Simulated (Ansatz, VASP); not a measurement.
**Eu: VASP beside Ansatz**

INCAR

```
PREC     = Accurate       # precision mode
ENCUT    = 520            # plane-wave cutoff, eV
EDIFF    = 1E-7           # SCF threshold, eV
ISMEAR   = -1             # smearing method
SIGMA    = 0.05           # smearing width, eV
LREAL    = F              # projectors in reciprocal space
LASPH    = T              # aspherical terms in the spheres
NELM     = 150            # most SCF steps
ALGO     = Normal         # electronic algorithm
ISIF     = 2              # what is computed and relaxed
LWAVE    = F              # write WAVECAR
LCHARG   = F              # write CHGCAR
ISPIN    = 2              # spin polarisation
MAGMOM   = 7              # initial moments
LORBIT   = 11             # projections on sites
LMAXMIX  = 6              # l up to which the mixer works
GGA      = PE             # functional
NBANDS   = 18             # bands
```

KPOINTS

```
Automatic mesh
0
Gamma
  10 10 10
```

POSCAR

```
Eu
1.0
   -2.2718745629      2.2718745629      2.2718745629
    2.2718745629     -2.2718745629      2.2718745629
    2.2718745629      2.2718745629     -2.2718745629
Eu
1
Direct
    0.0000000000      0.0000000000      0.0000000000
```

Input for Ansatz:

```yaml
crystal:
  lattice:
    - [-2.2718745629, 2.2718745629, 2.2718745629]
    - [2.2718745629, -2.2718745629, 2.2718745629]
    - [2.2718745629, 2.2718745629, -2.2718745629]
  atoms:
    - { symbol: Eu, position: [0.0, 0.0, 0.0], spin: 7.0 }
magnetization:
  spin_polarized: true
kpoints:
  mp_grid: { grid: [10, 10, 10] }
scf:
  occupations: { method: fermi_dirac, width: 0.05 }
hamiltonian:
  xc: pbe
  pseudopotentials: { kind: all_electron, lapw: { basis_error: 0.0005 } }
output:
  forces: true
  stress: true
  eigenvalues: false
  populations: true
```

Change from the starting cell: volume scaled by 0.96, LAPW.

Alike in both runs: task single point; functional PBE; k mesh 10 × 10 × 10; occupations fermi-dirac, width 0.05 eV; collinear spin.

|  | VASP | Ansatz |
| --- | --- | --- |
| version | VASP 6.6.1 | Ansatz 0.2.0 |
| potentials or method | VASP PAW PBE potentials, release 64 (Eu), cutoff 520 eV | all-electron LAPW, scalar-relativistic |

Ansatz gave:

- pressure (GPa): -1.2
- net moment per atom (μB): 7.38
- size of the moment on the site where the two differ most (μB): 7.19

Task: Which values does VASP return?

Result: Pressure (GPa): -1.5; net moment per atom (μB): 7.38; size of the moment on the site where the two differ most (μB): 6.70.

Site moments also hang on the region over which each program counts them. Ansatz ran all-electron here, and VASP with PAW potentials.

Spin-orbit coupling is off throughout.
